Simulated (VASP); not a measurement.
# Ti3Al (P-6m2) in VASP: notebook

Ti3Al is run at these levels: PBEsol; tasks: single point.

All numbers are computed with VASP 6.6.1; they aren't measurements. Logs are shortened: lines on timing, memory, paths and dates and some standing lists are left out, and cuts for length are marked.

**1. The cell of the first run**

Symmetry: P-6m2, No. 187, hexagonal system. Conventional cell: a = 2.887 Å, b = 2.887 Å, c = 9.682 Å, α = 90.00°, β = 90.00°, γ = 120.00°. Ti (site symmetry -6m2) has 12 Ti at 2.89 to 2.93 Å within 3.8 Å. Ti (site symmetry 3m) has 9 Ti at 2.89 to 2.93 Å and 3 Al at 2.95 Å within 3.8 Å. Al (site symmetry -6m2) has 6 Al at 2.89 Å and 6 Ti at 2.95 Å within 3.8 Å.

**2. Single point, PBEsol (17.47 Å³/atom)**

INCAR reads:

```
ALGO     = Fast           # electronic algorithm
EDIFF    = 1E-6           # SCF threshold, eV
ENCUT    = 520            # plane-wave cutoff, eV
GGA      = PS             # functional
ISIF     = 2              # what is computed and relaxed
ISMEAR   = 0              # smearing method
LASPH    = T              # aspherical terms in the spheres
LCHARG   = F              # write CHGCAR
LREAL    = F              # projectors in reciprocal space
LWAVE    = F              # write WAVECAR
NBANDS   = 28             # bands
NELM     = 80             # most SCF steps
PREC     = Accurate       # precision mode
SIGMA    = 0.15           # smearing width, eV
```

KPOINTS reads:

```
k-points
0
Gamma
  18 18 6
```

POSCAR reads:

```
Ti3Al
1.0
    2.8870738295      0.0000000000      0.0000000000
   -1.4435369147      2.5002792790      0.0000000000
    0.0000000000      0.0000000000      9.6818020873
Ti Al
3 1
Direct
    0.6666666667      0.3333333333      0.0000000000
    0.3333333333      0.6666666667      0.7511732072
    0.3333333333      0.6666666667      0.2488267928
    0.6666666667      0.3333333333      0.5000000000
```

Potentials or basis: VASP PAW PBE potentials, release 64 (Ti_sv, Al).

Launch:

```console
> cat potpaw_PBE.64/Ti_sv/POTCAR potpaw_PBE.64/Al/POTCAR > POTCAR
> mpirun -np 1 vasp_std > vasp.out
```

OUTCAR:

```text
EDIFF = 1E-6
   ENCUT = 520
   GGA = PS
   ISIF = 2
   ISMEAR = 0
   LASPH = T
   LREAL = F
   NELM = 80
   PREC = Accurate

 ion  position               nearest neighbor table
   1  0.667  0.333  0.000-
   2  0.333  0.667  0.751-   4 2.95   4 2.95   4 2.95
   3  0.333  0.667  0.249-   4 2.95   4 2.95   4 2.95
   4  0.667  0.333  0.500-   2 2.95   3 2.95   2 2.95   3 2.95   2 2.95   3 2.95

  LATTYP: Found a hexagonal cell.
 ALAT       =     2.8870738295
 C/A-ratio  =     3.3535000000

  Lattice vectors:

 A1 = (   2.8870738295,   0.0000000000,   0.0000000000)
 A2 = (  -1.4435369147,   2.5002792790,   0.0000000000)
 A3 = (   0.0000000000,   0.0000000000,   9.6818020873)

Analysis of symmetry for initial positions (statically):
=====================================================================
 Subroutine PRICEL returns:
 Original cell was already a primitive cell.

 Routine SETGRP: Setting up the symmetry group for a
 hexagonal supercell.

 Subroutine GETGRP returns: Found 12 space group operations
 (whereof 12 operations were pure point group operations)
 out of a pool of 24 trial point group operations.

The static configuration has the point symmetry D_3h.

Analysis of symmetry for dynamics (positions and initial velocities):
=====================================================================
 Subroutine PRICEL returns:
 Original cell was already a primitive cell.

 Routine SETGRP: Setting up the symmetry group for a
 hexagonal supercell.

 Subroutine GETGRP returns: Found 12 space group operations
 (whereof 12 operations were pure point group operations)
 out of a pool of 24 trial point group operations.

The dynamic configuration has the point symmetry D_3h.

 Subroutine INISYM returns: Found 12 space group operations
 (whereof 12 operations are pure point group operations),
 and found     1 'primitive' translations

----------------------------------------------------------------------------------------

                                     Primitive cell

  volume of cell :      69.8880

  direct lattice vectors                    reciprocal lattice vectors
     2.887073829  0.000000000  0.000000000     0.346371468  0.199977660  0.000000000
    -1.443536915  2.500279279  0.000000000     0.000000000  0.399955320  0.000000000
     0.000000000  0.000000000  9.681802087     0.000000000  0.000000000  0.103286557

  length of vectors
     2.887073829  2.887073830  9.681802087     0.399955320  0.399955320  0.103286557

  position of ions in fractional coordinates (direct lattice)
     0.666666667  0.333333333  0.000000000
     0.333333333  0.666666667  0.751173207
     0.333333333  0.666666667  0.248826793
     0.666666667  0.333333333  0.500000000

  ion indices of the primitive-cell ions
   primitive index   ion index
                 1           1
                 2           2
                 3           3
                 4           4

----------------------------------------------------------------------------------------

 KPOINTS: k-points

Automatic generation of k-mesh.
 Grid dimensions read from file:
 generate k-points for:   18   18    6

 Generating k-lattice:

  Cartesian coordinates                     Fractional coordinates (reciprocal lattice)
     0.019242859  0.011109870  0.000000000     0.055555556  0.000000000  0.000000000
     0.000000000  0.022219740  0.000000000     0.000000000  0.055555556  0.000000000
     0.000000000  0.000000000  0.017214426     0.000000000  0.000000000  0.166666667

  Length of vectors
     0.022219740  0.022219740  0.017214426

  Shift w.r.t. Gamma in fractional coordinates (k-lattice)
     0.000000000  0.000000000  0.000000000

 Subroutine IBZKPT returns following result:
 ===========================================

 Found    148 irreducible k-points:

 Following reciprocal coordinates:
            Coordinates               Weight
  0.000000  0.000000  0.000000      1.000000
  0.055556  0.000000  0.000000      6.000000
  0.111111  0.000000  0.000000      6.000000
  0.166667 -0.000000  0.000000      6.000000
  0.222222  0.000000  0.000000      6.000000
  0.277778 -0.000000  0.000000      6.000000
[... 16 lines left out ...]
  0.333333  0.111111  0.000000     12.000000
  0.388889  0.111111  0.000000     12.000000
 [... further k-points ...]
   k-points           NKPTS =    148   k-points in BZ     NKDIM =    148   number of bands    NBANDS=     28
   number of dos      NEDOS =    301   number of ions     NIONS =      4
   total plane-waves  NPLWV =  41472
   dimension x,y,z NGX =    24 NGY =   24 NGZ =   72
   dimension x,y,z NGXF=    48 NGYF=   48 NGZF=  144
   ions per type =               3   1
   NGX,Y,Z   is equivalent  to a cutoff of  13.82, 13.82, 12.36 a.u.
   NGXF,Y,Z  is equivalent  to a cutoff of  27.64, 27.64, 24.73 a.u.
 SYSTEM =  unknown system
   PREC   = accura    normal or accurate (medium, high low for compatibility)
   ISTART =      0    job   : 0-new  1-cont  2-samecut
   ICHARG =      2    charge: 1-file 2-atom 10-const
   ISPIN  =      1    spin polarized calculation?
   LNONCOLLINEAR =      F non collinear calculations
   LSORBIT =      F    spin-orbit coupling
   LASPH  =      T    aspherical Exc in radial PAW
   ENCUT  =  520.0 eV  38.22 Ry    6.18 a.u.   5.37  5.37 18.00*2*pi/ulx,y,z
   NELM   =     80;   NELMIN=  2; NELMDL= -5     # of ELM steps
   EDIFF  = 0.1E-05   stopping-criterion for ELM
   LREAL  =      F    real-space projection
[... 7 lines left out ...]
   TEBEG  =    0.0;   TEEND  =   0.0 temperature during run
   PSTRESS=    0.0 pullay stress
   NELECT =      39.0000    total number of electrons
   NUPDOWN=      -1.0000    fix difference up-down
   EMIN   =  10.00;   EMAX   =-10.00  energy-range for DOS
   EFERMI =   0.00;   METHOD = LEGACY
   ISMEAR =     0;   SIGMA  =   0.15  broadening in eV -4-tet -1-fermi 0-gaus
   EFERMI_NEDOS =   21; number of points for ismear=-14 and -15
   IALGO  =     68    algorithm
   IMIX   =      4    mixing-type and parameters
     AMIX     =   0.40;   BMIX     =  1.00
     AMIX_MAG =   1.60;   BMIX_MAG =  1.00
  volume/ion in A,a.u.               =      17.47       117.91
  Fermi-wavevector in a.u.,A,eV,Ry     =   1.347810  2.546992 24.716250  1.816593
  Thomas-Fermi vector in A             =   2.475531
   LORBIT       =      0    0 simple, 1 ext, 2 COOP (PROOUT), +10 PAW based schemes
   GGA     = PS    functional components
   LHFCALC =     F    Hartree Fock is set to
   AEXX    =    0.0000 exact exchange contribution
   IVDW    =     0    specifies the selected vdW correction
   LEPSILON=     F    determine dielectric tensor
   LRPA    =     F    only Hartree local field effects (RPA)
 non-spin polarized calculation
 RMM-DIIS sequential band-by-band and
 Gauss-broadening in eV      SIGMA  =   0.15
  energy-cutoff  :      520.00
  volume of cell :       69.89
 maximum number of plane-waves:      1933
 NGX is ok and might be reduce to    24
   NGX = 11   NGY = 11   NGZ = 37

 number of electron      39.0000002 magnetization

 Free energy of the ion-electron system (eV)
  ---------------------------------------------------
  ext. energy  EPLUGINS =         0.00000000
  ---------------------------------------------------
  free energy    TOTEN  =       -29.49749397 eV

  energy without entropy =      -29.44734877  energy(sigma->0) =      -29.47242137

 E-fermi :   7.7005     XC(G=0): -11.2188

 val. band max:        7.6995174644   @ k =   0.4444   0.0000   0.5000
 cond. band min:       7.7095891665   @ k =   0.3333   0.2778   0.5000
 fundamental gap:      0.0100717020
 Fermi energy:         7.7005497679

 k-point     1 :       0.0000    0.0000    0.0000
  band No.  band energies     occupation
      1     -48.8158      2.00000
      2     -48.7782      2.00000
      3     -48.7357      2.00000
      4     -25.3926      2.00000
      5     -25.1817      2.00000
      6     -24.9417      2.00000
[... 20 lines left out ...]
     27       9.9441      0.00000
     28      10.4546      0.00000

 k-point     2 :       0.0556    0.0000    0.0000
  band No.  band energies     occupation
      1     -48.8126      2.00000
      2     -48.7755      2.00000
      3     -48.7336      2.00000
      4     -25.3874      2.00000
      5     -25.1804      2.00000
      6     -24.9442      2.00000
[... 20 lines left out ...]
     27       9.9089      0.00000
     28      10.3658      0.00000

 k-point     3 :       0.1111    0.0000    0.0000
  band No.  band energies     occupation
      1     -48.8033      2.00000
      2     -48.7679      2.00000
      3     -48.7275      2.00000
      4     -25.3724      2.00000
      5     -25.1775      2.00000
      6     -24.9543      2.00000
[... 20 lines left out ...]
     27       9.8223      0.00000
     28      10.2295      0.00000

 k-point     4 :       0.1667   -0.0000    0.0000
  band No.  band energies     occupation
      1     -48.7890      2.00000
      2     -48.7561      2.00000
      3     -48.7184      2.00000
      4     -25.3493      2.00000
      5     -25.1763      2.00000
      6     -24.9839      2.00000
[... 20 lines left out ...]
     27       9.7441      0.00000
     28      10.0794      0.00000

 k-point     5 :       0.2222    0.0000    0.0000
  band No.  band energies     occupation
      1     -48.7711      2.00000
      2     -48.7417      2.00000
      3     -48.7074      2.00000
      4     -25.3216      2.00000
      5     -25.1857      2.00000
      6     -25.0458      2.00000
[... 20 lines left out ...]
     27       9.8309      0.00000
     28      10.0521      0.00000

 k-point     6 :       0.2778   -0.0000    0.0000
  band No.  band energies     occupation
      1     -48.7515      2.00000
      2     -48.7262      2.00000
      3     -48.6961      2.00000
      4     -25.2974      2.00000
      5     -25.2211      2.00000
      6     -25.1180      2.00000
[... 463 lines left out ...]
      5     -25.2237      2.00000
      6     -25.1263      2.00000
[... 20 lines left out ...]
     27      10.3389      0.00000
     28      10.4234      0.00000

 k-point    22 :       0.2778    0.1111    0.0000
  band No.  band energies     occupation
      1     -48.7272      2.00000
      2     -48.7078      2.00000
      3     -48.6837      2.00000
      4     -25.2911      2.00000
      5     -25.2764      2.00000
      6     -25.1967      2.00000
[... 20 lines left out ...]
     27      10.4930      0.00000
     28      10.5851      0.00000

 k-point    23 :       0.3333    0.1111    0.0000
  band No.  band energies     occupation
      1     -48.7114      2.00000
      2     -48.6967      2.00000
      3     -48.6772      2.00000
      4     -25.3295      2.00000
      5     -25.3216      2.00000
      6     -25.2519      2.00000
[... 20 lines left out ...]
     27      10.5319      0.00000
     28      10.6034      0.00000

 k-point    24 :       0.3889    0.1111    0.0000
  band No.  band energies     occupation
      1     -48.7002      2.00000
      2     -48.6893      2.00000
      3     -48.6737      2.00000
      4     -25.3669      2.00000
      5     -25.3510      2.00000
      6     -25.2873      2.00000
[... 20 lines left out ...]
     27      10.5532      0.00000
     28      10.9082      0.00000

 [... further k-points ...]

------------------------ aborting loop because EDIFF is reached ----------------------------------------

  FORCE on cell =-STRESS in cart. coord.  units (eV):
  Direction    XX          YY          ZZ          XY          YZ          ZX
  --------------------------------------------------------------------------------------
  -------------------------------------------------------------------------------------
  Total       -1.2963938     -1.2963938     -4.9203838     -0.0000000      0.0000000      0.0000000
  in kB      -29.7197331    -29.7197331   -112.7994417     -0.0000000      0.0000000      0.0000000
  external PRESSURE =     -57.4129693 kB  Pullay stress =       0.0000000 kB

 VOLUME and BASIS-vectors are now :
 -----------------------------------------------------------------------------
  energy-cutoff  :      520.00
  volume of cell :       69.89
      direct lattice vectors                 reciprocal lattice vectors
     2.887073829  0.000000000  0.000000000     0.346371468  0.199977660  0.000000000
    -1.443536915  2.500279279  0.000000000     0.000000000  0.399955320  0.000000000
     0.000000000  0.000000000  9.681802087     0.000000000  0.000000000  0.103286557

 POSITION                                       TOTAL-FORCE (eV/Angst)
 -----------------------------------------------------------------------------------
      1.44354      0.83343      0.00000        -0.000000     -0.000000      0.000000
     -0.00000      1.66685      7.27271         0.000000      0.000000     -0.098069
     -0.00000      1.66685      2.40909         0.000000      0.000000      0.098069
      1.44354      0.83343      4.84090        -0.000000     -0.000000      0.000000
 -----------------------------------------------------------------------------------
    total drift:                                0.000000     -0.000000      0.000000

  FREE ENERGIE OF THE ION-ELECTRON SYSTEM (eV)
  ---------------------------------------------------
  free  energy   TOTEN  =       -29.4974939709 eV

  energy  without entropy=      -29.4473487675  energy(sigma->0) =      -29.47242137
```

It took 11 min on 1 thread of Intel Xeon Platinum 8375C at 2.90GHz (Ice Lake), shared host; peak memory 0.36 GiB.

Results:

```yaml
Free_energy: -29.4975 eV
Pressure: -5.7 GPa
Largest_force: 0.098 eV/Å
Band_gap_on_the_k_mesh: zero (an odd number of electrons rules out a gap without spin polarisation)
```

Forces in eV/Å, atoms in the order of the input:
```
Ti   0.000  0.000  0.000
Ti   0.000  0.000 -0.098
Ti   0.000  0.000  0.098
Al   0.000  0.000  0.000
```

Caveat: the stress differs along the axes, from -11 to -3 GPa; the PAW data sets were made with another functional, which shifts forces and pressure a little.

**3. Single point, PBEsol (17.47 Å³/atom)**

INCAR reads:

```
SYSTEM = Ti3Al
PREC = Accurate
ENCUT = 520
EDIFF = 1E-6
ISMEAR = 0
SIGMA = 0.15
LREAL = .False.
LASPH = .True.
NELM = 100
ALGO = Fast
ISIF = 2
LWAVE = .False.
LCHARG = .False.
GGA = PS
NBANDS = 28
```

KPOINTS reads:

```
regular mesh
0
Gamma
  18 18 6
  0 0 0
```

POSCAR reads:

```
Ti3Al
1.0
    3.0062416571      0.0000000000      0.0000000000
   -1.5031208285      2.6034816450      0.0000000000
    0.0000000000      0.0000000000      8.9294395942
Ti Al
3 1
Direct
    0.6666666667      0.3333333333      0.0000000000
    0.3333333333      0.6666666667      0.7511732072
    0.3333333333      0.6666666667      0.2488267928
    0.6666666667      0.3333333333      0.5000000000
```

Potentials or basis: VASP PAW PBE potentials, release 64 (Ti_sv, Al).

Launch:

```console
> cat potpaw_PBE.64/Ti_sv/POTCAR potpaw_PBE.64/Al/POTCAR > POTCAR
> mpirun -np 1 vasp_std > vasp.out
```

Run time: 10 min. Hardware: 1 thread of Intel Xeon Platinum 8375C at 2.90GHz (Ice Lake), shared host; peak memory 0.36 GiB.

It converged, with:

```
Free energy            : -29.5057 eV
Pressure               : -5.0 GPa
Largest force          : 0.113 eV/Å
Band gap on the k mesh : zero (an odd number of electrons rules out a gap without spin polarisation)
```

Forces on the atoms (eV/Å):
```
Ti   0.000  0.000  0.000
Ti   0.000  0.000  0.113
Ti   0.000  0.000 -0.113
Al   0.000  0.000  0.000
```

Stress tensor (GPa, compression positive):
```
-7.85  0.00  0.00
 0.00 -7.85  0.00
 0.00  0.00  0.76
```

Levels at points of the mesh, in eV from the Fermi level:
| k point | band 16 | band 17 | band 18 | band 19 | band 20 | band 21 | band 22 | band 23 | band 24 | band 25 |
| --- | --- | --- | --- | --- | --- | --- | --- | --- | --- | --- |
| (0.00, 0.00, 0.00) | -2.32 | -0.33 | 0.68 | 0.68 | 0.75 | 0.75 | 0.86 | 1.07 | 1.17 | 1.17 |
| (0.50, 0.00, 0.00) | -2.06 | -1.39 | -1.03 | -0.59 | -0.38 | 0.64 | 1.01 | 1.23 | 1.51 | 2.53 |
| (0.00, 0.00, 0.50) | -2.86 | -0.68 | 0.68 | 0.68 | 0.74 | 0.74 | 0.76 | 1.12 | 1.19 | 1.19 |
| (0.50, 0.00, 0.50) | -1.99 | -1.44 | -1.13 | -0.78 | -0.20 | 0.59 | 1.04 | 1.23 | 1.67 | 2.70 |

Caveat: the stress differs along the axes, from -8 to 1 GPa; the PAW data sets were made with another functional, which shifts forces and pressure a little.

[end of part 1 of 2]
